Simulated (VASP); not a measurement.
Write the native input for VASP 6.6.1 that does the following.

* Task: single point
* Functional: PBE
* Potentials or basis: VASP PAW PBE potentials, release 64 (Cu_sv_GW, O_h)
* Cutoff: 1340 eV
* k mesh: 7 × 7 × 4
* Occupations: gaussian, width 0.1 eV
* Spin: no spin polarisation
* Dipole correction: no
* Further INCAR settings: ALGO = Normal; EDIFF = 1e-06; NBANDS = 33

The structure of CuO lies in POSCAR:

```
CuO
1.0
    2.3416500000     -1.7104000000      0.0000000000
    2.3416500000      1.7104000000      0.0000000000
   -0.8525100000      0.0000000000      5.0580600000
Cu O
2 2
Direct
    0.0000000000      0.5000000000      0.0000000000
    0.5000000000      0.0000000000      0.5000000000
    0.5821000000      0.4179000000      0.2500000000
    0.4179000000      0.5821000000      0.7500000000
```

One way to write it, as run:

INCAR

```
SYSTEM = CuO
  ALGO = Normal
  EDIFF = 1E-6
  ENCUT = 1340
  GGA = PE
  GGA_COMPAT = .FALSE.
  ISIF = 2
  ISMEAR = 0
  LASPH = .TRUE.
  LCHARG = .FALSE.
  LREAL = .FALSE.
  LWAVE = .FALSE.
  NBANDS = 33
  NELM = 120
  PREC = Accurate
  SIGMA = 0.1
```

KPOINTS

```
k-points
0
G
  7 7 4
  0 0 0
```

Potentials or basis: VASP PAW PBE potentials, release 64 (Cu_sv_GW, O_h).

Launch:

```bash
$ cat potpaw_PBE.64/Cu_sv_GW/POTCAR potpaw_PBE.64/O_h/POTCAR > POTCAR
$ mpirun -np 1 vasp_std > vasp.out
```

Results of the run:

The pressure is 5.3 GPa, the largest force is 0.284 eV/Å and the band gap on the k mesh is zero (bands 25 and 26 overlap by 0.64 eV).

Caveat: the cell stands under pressure; semilocal functionals often make such compounds metallic where correlation or magnetic order opens a gap, which also shifts bond lengths.

It took 4.4 min on 1 thread of AMD EPYC 9R14 (Zen 4), with other jobs on the host, peak memory 0.46 GiB.
